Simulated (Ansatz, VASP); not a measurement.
# WSe2 in VASP and in Ansatz

INCAR

```
SYSTEM = WSe2
ALGO = Normal
EDIFF = 1E-6
ENCUT = 520
GGA = PE
ISIF = 2
ISMEAR = 0
IVDW = 12
LASPH = .TRUE.
LCHARG = .FALSE.
LREAL = .FALSE.
LWAVE = .FALSE.
NBANDS = 35
NELM = 100
PREC = Accurate
SIGMA = 0.05
```

KPOINTS

```
k-points
0
G
  9 9 2
  0 0 0
```

POSCAR

```
WSe2
1.0
    3.2790216039      0.0000000000      0.0000000000
   -1.6395108019      2.8397160085      0.0000000000
    0.0000000000      0.0000000000     12.7878979243
W Se
2 4
Direct
    0.0146485693      0.3708624392      0.2500000000
    0.6666666667      0.3333333333      0.7500000000
    0.3333333333      0.6666666667      0.6182859564
    0.6666666667      0.3333333333      0.1182859564
    0.3333333333      0.6666666667      0.8817140436
    0.6666666667      0.3333333333      0.3817140436
```

Input for Ansatz:

```yaml
crystal:
  lattice:
    - [3.2790216039, 0.0, 0.0]
    - [-1.6395108019, 2.8397160085, 0.0]
    - [0.0, 0.0, 12.7878979243]
  atoms:
    - { symbol: W, position: [0.0146485693, 0.3708624392, 0.25] }
    - { symbol: W, position: [0.6666666667, 0.3333333333, 0.75] }
    - { symbol: Se, position: [0.3333333333, 0.6666666667, 0.6182859564] }
    - { symbol: Se, position: [0.6666666667, 0.3333333333, 0.1182859564] }
    - { symbol: Se, position: [0.3333333333, 0.6666666667, 0.8817140436] }
    - { symbol: Se, position: [0.6666666667, 0.3333333333, 0.3817140436] }
basis:
  ecutwfc: 420
kpoints:
  mp_grid: { grid: [9, 9, 2] }
hamiltonian:
  xc: pbe
  pseudopotentials: { kind: paw, azcp: { folder: soft_1 } }
  dispersion: d3bj
scf:
  occupations: { method: gaussian, width: 0.05 }
output:
  forces: true
  stress: true
  eigenvalues: true
```

Alike in both runs: task single point; functional PBE; dispersion D3(BJ); k mesh 9 × 9 × 2; occupations gaussian, width 0.05 eV; no spin polarisation.

|  | VASP | Ansatz |
| --- | --- | --- |
| version | VASP 6.6.1 | Ansatz 0.2.0 |
| potentials or method | VASP PAW PBE potentials, release 64 (W_sv, Se), cutoff 520 eV | scalar-relativistic, plane waves, PAW |
| valence electrons in the cell | 52 | 92 |

|  | VASP | Ansatz | Ansatz less VASP |
| --- | --- | --- | --- |
| gap on the k mesh at the Fermi level (eV) | none | none | - |
| pressure (GPa) | 23.9 | 23.5 | -0.33 |
| traceless stress, the component that is largest in VASP (GPa) | 24.83 | 24.73 | -0.101 |
| rms of the force components (eV/Å) | 5.317 | 5.298 | -0.0197 |

Atom by atom the forces differ by 0.026 eV/Å (rms over components). A gap of «none» marks a metal or a gap that the smearing closes. VASP's potentials hold 52 valence electrons a cell and Ansatz's 92, so a difference there can come from the potentials and not from the codes.

Neither program's run includes spin-orbit coupling.
